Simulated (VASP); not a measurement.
# TiAl4Ni3: single point with PBE

The system is TiAl4Ni3.

```
CELL_PARAMETERS angstrom
2.87986 0.00000 0.00000
0.00000 2.87986 0.00000
0.00000 0.00000 12.66756
ATOMIC_POSITIONS crystal
Ti 0.50000 0.50000 0.00000
Al 0.00000 0.00000 0.84430
Al 0.00000 0.00000 0.15570
Al 0.00000 0.00000 0.38537
Al 0.00000 0.00000 0.61463
Ni 0.50000 0.50000 0.27098
Ni 0.50000 0.50000 0.50000
Ni 0.50000 0.50000 0.72902
```

| Property | Result |
| --- | --- |
| Program | VASP 6.6.1 |
| Task | single point |
| Functional | PBE |
| Potentials or basis | VASP PAW PBE potentials, release 64 (Ti_sv, Al, Ni) |
| Cutoff | 520 eV |
| k mesh | 8 × 8 × 2 |
| Occupations | gaussian, width 0.2 eV |
| Spin | no spin polarisation |

- Pressure: 0.1 GPa
- Largest force: 0.019 eV/Å
- Band gap on the k mesh: zero (band 27 reaches 10.01 eV, above the bottom of band 28 at 8.75 eV)

Forces in eV/Å, atoms in the order of the input:
```
Ti   0.000  0.000  0.000
Al   0.000  0.000 -0.015
Al   0.000  0.000  0.015
Al   0.000  0.000 -0.016
Al   0.000  0.000  0.016
Ni   0.000  0.000  0.019
Ni   0.000  0.000  0.000
Ni   0.000  0.000 -0.019
```

Stress tensor (GPa, compression positive):
```
-0.10  0.00  0.00
 0.00 -0.10  0.00
 0.00  0.00  0.63
```

Levels at points of the mesh, in eV from the Fermi level:
| k point | band 24 | band 25 | band 26 | band 27 | band 28 | band 29 | band 30 | band 31 |
| --- | --- | --- | --- | --- | --- | --- | --- | --- |
| (0.00, 0.00, 0.00) | -1.40 | -0.70 | -0.33 | -0.20 | 1.44 | 1.81 | 1.81 | 3.13 |
| (0.50, 0.00, 0.00) | -1.70 | -1.50 | -1.07 | -0.63 | -0.61 | -0.38 | 1.53 | 1.64 |
| (0.50, 0.50, 0.00) | -0.92 | 0.27 | 0.27 | 0.35 | 0.35 | 0.37 | 1.62 | 1.76 |
| (0.00, 0.00, 0.50) | -1.40 | -0.70 | -0.66 | 0.42 | 1.45 | 1.81 | 1.81 | 3.13 |
| (0.50, 0.00, 0.50) | -1.71 | -1.50 | -0.81 | -0.80 | -0.59 | -0.38 | 1.64 | 2.15 |
| (0.50, 0.50, 0.50) | -0.92 | -0.65 | -0.65 | 0.32 | 1.35 | 1.35 | 1.61 | 1.81 |

It took 3.2 min on 1 thread of Intel(R) Xeon(R) Platinum 8259CL CPU @ 2.50GHz (Skylake/Cascade Lake), with other jobs on the host, peak memory 0.28 GiB.

Spin polarisation is off, so any magnetic state and its effect on volume and gap are missing.
